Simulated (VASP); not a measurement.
A run of VASP 6.6.1:

The input INCAR:

```
SYSTEM = P
PREC = Accurate ; ENCUT = 520
EDIFF = 1E-6 ; ISMEAR = -1
SIGMA = 0.05 ; LREAL = .False.
LASPH = .True. ; NELM = 80
ALGO = Normal ; ISIF = 2
LWAVE = .False. ; LCHARG = .True.
GGA = RE ; LELF = .True.
LVHAR = .True. ; NBANDS = 18
```

The input KPOINTS:

```
regular mesh
0
Gamma
  5 5 4
  0 0 0
```

POSCAR

```
P
1.0
    1.6477431241     -5.4650377251      0.0000000000
    1.6477431241      5.4650377251      0.0000000000
    0.0000000000      0.0000000000      4.5436355900
P
4
Direct
    0.9041431300      0.0958568700      0.5888151700
    0.0958568700      0.9041431300      0.4111848300
    0.5958568700      0.4041431300      0.0888151700
    0.4041431300      0.5958568700      0.9111848300
```

Potentials or basis: VASP PAW PBE potentials, release 64 (P).

The run is started by

```bash
$ cat potpaw_PBE.64/P/POTCAR > POTCAR
$ mpirun -np 1 vasp_std > vasp.out
```

Hardware: 1 thread of AMD EPYC 7R13 Processor (Zen 3), on a shared host.

How long does it take, and how much memory?

It took 39 s on 1 thread of AMD EPYC 7R13 Processor (Zen 3) (shared host), peak memory 0.19 GiB. Counts: scf iterations 13, k points 27.
